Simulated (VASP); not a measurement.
# Pd (P6/mmm) in VASP: notebook, part 2 of 2

VASP 6.6.1. Earlier steps stand in the parts before.

### Step 4. Single point, LDA (13.89 Å³/atom)

This run uses another cell than the first one, of 13.89 Å³/atom.

INCAR

```
ALGO = Normal
EDIFF = 1E-6
ENCUT = 520
GGA = CA
ISIF = 2
ISMEAR = -1
LASPH = T
LCHARG = T
LELF = T
LREAL = F
LVHAR = T
LWAVE = F
NBANDS = 22
NELM = 100
PREC = Accurate
SIGMA = 0.1
```

KPOINTS

```
k-points
0
Gamma
  9 9 14
```

POSCAR

```
Pd
1.0
    4.3249190784      0.0000000000      0.0000000000
   -2.1624595392      3.7454897912      0.0000000000
    0.0000000000      0.0000000000      2.5727238680
Pd
3
Direct
    0.0000000000      0.0000000000      0.0000000000
    0.3333333333      0.6666666667      0.5000000000
    0.6666666667      0.3333333333      0.5000000000
```

Potentials or basis: VASP PAW LDA potentials, release 64 (Pd).

Command:

```console
> cat potpaw_LDA.64/Pd/POTCAR > POTCAR
> mpirun -np 1 vasp_std > vasp.out
```

OUTCAR:

```text
EDIFF = 1E-6
   ENCUT = 520
   GGA = CA
   ISIF = 2
   ISMEAR = -1
   LASPH = T
   LREAL = F
   NELM = 100
   PREC = Accurate

 ion  position               nearest neighbor table
   1  0.000  0.000  0.000-   2 2.81   3 2.81   2 2.81   3 2.81   2 2.81   2 2.81   3 2.81   3 2.81
                             3 2.81   3 2.81   2 2.81   2 2.81
   2  0.333  0.667  0.500-   3 2.50   3 2.50   3 2.50   1 2.81   1 2.81   1 2.81   1 2.81   1 2.81
                             1 2.81
   3  0.667  0.333  0.500-   2 2.50   2 2.50   2 2.50   1 2.81   1 2.81   1 2.81   1 2.81   1 2.81
                             1 2.81

  LATTYP: Found a hexagonal cell.
 ALAT       =     4.3249190784
 C/A-ratio  =     0.5948605792

  Lattice vectors:

 A1 = (   4.3249190784,   0.0000000000,   0.0000000000)
 A2 = (  -2.1624595392,   3.7454897912,   0.0000000000)
 A3 = (   0.0000000000,   0.0000000000,   2.5727238680)

Analysis of symmetry for initial positions (statically):
=====================================================================
 Subroutine PRICEL returns:
 Original cell was already a primitive cell.

 Routine SETGRP: Setting up the symmetry group for a
[... 167 lines left out ...]
  energy without entropy =      -18.96730473  energy(sigma->0) =      -19.04945384

 E-fermi :  10.6831     XC(G=0): -13.8734

 val. band max:       10.6731396642   @ k =   0.2222   0.0000   0.3571
 cond. band min:      10.6832016220   @ k =   0.3333   0.1111   0.1429
 fundamental gap:      0.0100619578
 Fermi energy:        10.6830719538

 k-point     1 :       0.0000    0.0000    0.0000
  band No.  band energies     occupation
      1       2.9578      2.00000
      2       4.8743      2.00000
      3       6.5972      2.00000
      4       7.0197      2.00000
      5       7.0197      2.00000
      6       7.0266      2.00000
[... 589 lines left out ...]
     21      23.4348      0.00000
     22      27.8297      0.00000

 [... further k-points ...]

------------------------ aborting loop because EDIFF is reached ----------------------------------------

  FORCE on cell =-STRESS in cart. coord.  units (eV):
  Direction    XX          YY          ZZ          XY          YZ          ZX
  --------------------------------------------------------------------------------------
  -------------------------------------------------------------------------------------
  Total        2.5587785      2.5587785      2.7424124      0.0000000      0.0000000      0.0000000
  in kB       98.3701865     98.3701865    105.4298440      0.0000000      0.0000000      0.0000000
  external PRESSURE =     100.7234056 kB  Pullay stress =       0.0000000 kB

 VOLUME and BASIS-vectors are now :
 -----------------------------------------------------------------------------
  energy-cutoff  :      520.00
  volume of cell :       41.68
      direct lattice vectors                 reciprocal lattice vectors
     4.324919078  0.000000000  0.000000000     0.231218199  0.133493889  0.000000000
    -2.162459539  3.745489791  0.000000000     0.000000000  0.266987779  0.000000000
     0.000000000  0.000000000  2.572723868     0.000000000  0.000000000  0.388693094

 POSITION                                       TOTAL-FORCE (eV/Angst)
 -----------------------------------------------------------------------------------
      0.00000      0.00000      0.00000         0.000000      0.000000      0.000000
     -0.00000      2.49699      1.28636        -0.000000     -0.000000      0.000000
      2.16246      1.24850      1.28636        -0.000000      0.000000      0.000000
 -----------------------------------------------------------------------------------
    total drift:                               -0.000000      0.000000      0.000000

  FREE ENERGIE OF THE ION-ELECTRON SYSTEM (eV)
  ---------------------------------------------------
  free  energy   TOTEN  =       -19.1316029550 eV

  energy  without entropy=      -18.9673047321  energy(sigma->0) =      -19.04945384
```

OSZICAR:

```text
N       E                     dE             d eps       ncg     rms          rms(c)
DAV:   1     0.190348404082E+03    0.19035E+03   -0.15180E+04  4224   0.134E+03
DAV:   2    -0.160728934715E+02   -0.20642E+03   -0.19439E+03  4524   0.311E+02
DAV:   3    -0.200851853949E+02   -0.40123E+01   -0.39727E+01  4872   0.488E+01
DAV:   4    -0.201183763528E+02   -0.33191E-01   -0.33186E-01  4776   0.432E+00
DAV:   5    -0.201189373785E+02   -0.56103E-03   -0.56102E-03  4992   0.610E-01    0.172E+01
DAV:   6    -0.192115195056E+02    0.90742E+00   -0.22730E+00  4650   0.134E+01    0.847E+00
DAV:   7    -0.192236739061E+02   -0.12154E-01   -0.52861E-01  4830   0.721E+00    0.466E+00
DAV:   8    -0.191533741981E+02    0.70300E-01   -0.53494E-01  4662   0.830E+00    0.309E+00
DAV:   9    -0.191316389867E+02    0.21735E-01   -0.52491E-02  4626   0.256E+00    0.188E-01
DAV:  10    -0.191315966662E+02    0.42320E-04   -0.10501E-03  5052   0.272E-01    0.589E-02
DAV:  11    -0.191316009101E+02   -0.42439E-05   -0.43080E-05  4958   0.599E-02    0.218E-02
DAV:  12    -0.191316030356E+02   -0.21255E-05   -0.58400E-06  4848   0.211E-02    0.713E-03
DAV:  13    -0.191316029550E+02    0.80617E-07   -0.73841E-07  2934   0.881E-03
   1 F= -.19131603E+02 E0= -.19049454E+02  d E =-.164298E+00
```

Wall time 71 s (1 thread of Intel Xeon 8259CL, shared host); peak memory 0.19 GiB.

Results:

- Free energy: -19.1316 eV
- Pressure: 10.1 GPa
- Band gap on the k mesh: zero (bands 15 and 16 overlap by 1.11 eV)

Caveat: the cell stands under pressure.

### Step 5. Single point, LDA (14.47 Å³/atom)

This run uses another cell than the first one, of 14.47 Å³/atom.

INCAR

```
SYSTEM = Pd
PREC = Accurate
ENCUT = 520
EDIFF = 1E-7
ISMEAR = -1
SIGMA = 0.1
LREAL = .FALSE.
LASPH = .TRUE.
NELM = 80
ALGO = Normal
ISIF = 2
LWAVE = .FALSE.
LCHARG = .TRUE.
GGA = CA
LELF = .TRUE.
LVHAR = .TRUE.
NBANDS = 22
```

KPOINTS

```
Automatic mesh
0
G
  9 9 14
  0 0 0
```

POSCAR

```
Pd
1.0
    4.3841719083      0.0000000000      0.0000000000
   -2.1920859542      3.7968042471      0.0000000000
    0.0000000000      0.0000000000      2.6079710407
Pd
3
Direct
    0.0000000000      0.0000000000      0.0000000000
    0.3333333333      0.6666666667      0.5000000000
    0.6666666667      0.3333333333      0.5000000000
```

Command:

```console
> cat potpaw_LDA.64/Pd/POTCAR > POTCAR
> mpirun -np 1 vasp_std > vasp.out
```

It took 1.8 min on 1 thread of Intel Xeon 8259CL, shared host; peak memory 0.2 GiB.

It converged, with:

* Free energy: -19.1864 eV
* Pressure: 0.3 GPa
* Band gap on the k mesh: zero (bands 15 and 16 overlap by 1.03 eV)

Stress tensor (GPa, compression positive):
```
0.06 0.00 0.00
0.00 0.06 0.00
0.00 0.00 0.69
```

Levels at points of the mesh, in eV from the Fermi level:
```csv
k point,band 13,band 14,band 15,band 16,band 17,band 18
"(0.00, 0.00, 0.00)",-1.55,-1.55,0.16,0.16,7.63,7.63
"(0.00, 0.00, 0.50)",-0.21,-0.21,0.79,2.48,3.32,9.46
```

### Step 6. The runs side by side

```tsv
cell	gap on the mesh (eV)	pressure (GPa)
a = 4.201, b = 4.201, c = 2.499 Å, angles 90.0, 90.0, 120.0°, 3 atoms	none	39.0
a = 4.264, b = 4.264, c = 2.536 Å, angles 90.0, 90.0, 120.0°, 3 atoms	none	22.7
a = 4.325, b = 4.325, c = 2.573 Å, angles 90.0, 90.0, 120.0°, 3 atoms	none	10.1
a = 4.384, b = 4.384, c = 2.608 Å, angles 90.0, 90.0, 120.0°, 3 atoms	none	0.3
```

Alike in all rows: task single point; level LDA; potentials or basis VASP PAW LDA potentials, release 64 (Pd); no spin polarisation; k mesh 9 × 9 × 14; cutoff (eV) 520; smearing fermi-dirac 0.1 eV.

Caveats: the cell stands under pressure (at least some runs).

Absolute energies hang on the potentials; compare differences alone.
